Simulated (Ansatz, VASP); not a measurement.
Mg: VASP beside Ansatz

```
CELL_PARAMETERS angstrom
-1.81794 1.81794 1.72687
1.81794 -1.81794 1.72687
1.81794 1.81794 -1.72687
ATOMIC_POSITIONS crystal
Mg 0.00000 0.00000 0.00000
```

Alike in both runs: functional PBE; k mesh 10 × 10 × 10; occupations gaussian, width 0.1 eV; no spin polarisation.

Ansatz relaxed the structure, and its values are those at the end. VASP's run is a single point on that final structure, the one shown.

|  | VASP | Ansatz |
| --- | --- | --- |
| version | VASP 6.6.1 | Ansatz 0.2.0 |
| potentials or method | VASP PAW PBE potentials, release 64 (Mg), cutoff 520 eV | scalar-relativistic, plane waves, PAW |
| valence electrons in the cell | 2 | 10 |

```csv
,VASP,Ansatz,Ansatz less VASP
gap on the k mesh at the Fermi level (eV),none,none,-
pressure (GPa),0.2,0.3,+0.12
```

A gap of «none» marks a metal or a gap that the smearing closes. The functional is the same, so the differences come from potentials, cutoffs and numerics. VASP's potentials hold 2 valence electrons a cell and Ansatz's 10, so a difference there can come from the potentials and not from the codes.
